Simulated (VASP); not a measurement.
## CdSe (zincblende type): single point with LDA

CdSe (zincblende type):

```
CELL_PARAMETERS angstrom
0.00000 2.41596 2.41596
2.41596 0.00000 2.41596
2.41596 2.41596 0.00000
ATOMIC_POSITIONS crystal
Cd 0.00000 0.00000 0.00000
Se 0.25000 0.25000 0.25000
```

This cell differs from its parent crystal: volume scaled by 0.52.

```
Program                : VASP 6.6.1
Task                   : single point
Functional             : LDA
Potentials or basis    : VASP PAW LDA potentials, release 64 (Cd, Se)
Cutoff                 : 520 eV
k mesh                 : 12 × 12 × 12
Occupations            : fermi-dirac, width 0.05 eV
Spin                   : no spin polarisation
Dipole correction      : no
Further INCAR settings : ALGO = Normal; EDIFF = 1e-06; NBANDS = 16
```

| Property | Result |
| --- | --- |
| Pressure | 181.0 GPa |
| Band gap on the k mesh | 1.01 eV, indirect (least direct gap 1.22 eV) |

Levels at points of the mesh, in eV from the valence-band top:
| k point | band 5 | band 6 | band 7 | band 8 | band 9 | band 10 | band 11 | band 12 | band 13 | band 14 |
| --- | --- | --- | --- | --- | --- | --- | --- | --- | --- | --- |
| (0.00, 0.00, 0.00) | -12.17 | -12.17 | 0.00 | 0.00 | 0.00 | 1.22 | 4.69 | 4.69 | 4.69 | 11.13 |
| (0.50, 0.00, 0.00) | -12.02 | -11.40 | -10.49 | -2.51 | -2.51 | 2.13 | 5.47 | 5.47 | 7.41 | 13.08 |
| (0.50, 0.50, 0.00) | -11.85 | -10.93 | -8.53 | -5.87 | -5.87 | 1.01 | 2.42 | 12.41 | 13.59 | 14.14 |

It took 14 s on 1 thread of Intel(R) Xeon(R) 6975P-C (Granite Rapids), on a shared host, peak memory 0.16 GiB.

 A k mesh can miss the band edges.
